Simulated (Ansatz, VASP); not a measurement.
# One calculation of BaTiO3, two programs

INCAR

```
SYSTEM = BaTiO3
ALGO = Normal
EDIFF = 1E-6
ENCUT = 600
GGA = PE
GGA_COMPAT = .FALSE.
ISIF = 2
ISMEAR = 0
LASPH = .TRUE.
LCHARG = .FALSE.
LREAL = .FALSE.
LWAVE = .FALSE.
NBANDS = 28
NELM = 120
PREC = Accurate
SIGMA = 0.1
```

Contents of KPOINTS:

```
k-points
0
G
  4 4 4
  0 0 0
```

File POSCAR:

```
BaTiO3
1.0
    3.9833338700      0.0000000000      0.0000000000
    0.0000000000      2.8625951084      2.8753395310
    0.0000000000     -2.8625951084      2.8753395310
Ba Ti O
1 1 3
Direct
    0.0000000000      0.0034138500      0.0034138500
    0.5000000000      0.5185038200      0.5185038200
    0.5000000000      0.9784256700      0.4913519000
    0.5000000000      0.4913519000      0.9784256700
    0.0000000000      0.4882047600      0.4882047600
```

Input for Ansatz:

```yaml
crystal:
  lattice:
    - [3.98333387, 0.0, 0.0]
    - [0.0, 2.8625951084, 2.875339531]
    - [0.0, -2.8625951084, 2.875339531]
  atoms:
    - { symbol: Ba, position: [0.0, 0.00341385, 0.00341385] }
    - { symbol: Ti, position: [0.5, 0.51850382, 0.51850382] }
    - { symbol: O, position: [0.5, 0.97842567, 0.4913519] }
    - { symbol: O, position: [0.5, 0.4913519, 0.97842567] }
    - { symbol: O, position: [0.0, 0.48820476, 0.48820476] }
basis:
  ecutwfc: 420
kpoints:
  mp_grid: { grid: [4, 4, 4] }
hamiltonian:
  xc: pbe
scf:
  occupations: { method: gaussian, width: 0.1 }
output:
  forces: true
  stress: true
  eigenvalues: true
```

Alike in both runs: task single point; functional PBE; k mesh 4 × 4 × 4; occupations gaussian, width 0.1 eV; no spin polarisation.

```csv
,VASP,Ansatz
version,VASP 6.6.1,Ansatz 0.2.0
potentials or method,"VASP PAW PBE potentials, release 64 (Ba_sv, Ti_sv, O), cutoff 600 eV","scalar-relativistic, plane waves, PAW"
valence electrons in the cell,40,40
```

VASP gave:

- gap on the k mesh at the Fermi level (eV): 2.15
- least direct gap on the mesh (eV): 2.57
- pressure (GPa): 2.9
- traceless stress, the component that is largest in VASP (GPa): -0.11
- rms of the force components (eV/Å): 0.041

**Question.** What did Ansatz give for the same quantities?

**Answer.** gap on the k mesh at the Fermi level (eV): 2.20; least direct gap on the mesh (eV): 2.58; pressure (GPa): 1.4; traceless stress, the component that is largest in VASP (GPa): -0.10; rms of the force components (eV/Å): 0.062.

Atom by atom the forces differ by 0.026 eV/Å (rms over components).

Neither program's run includes spin-orbit coupling.
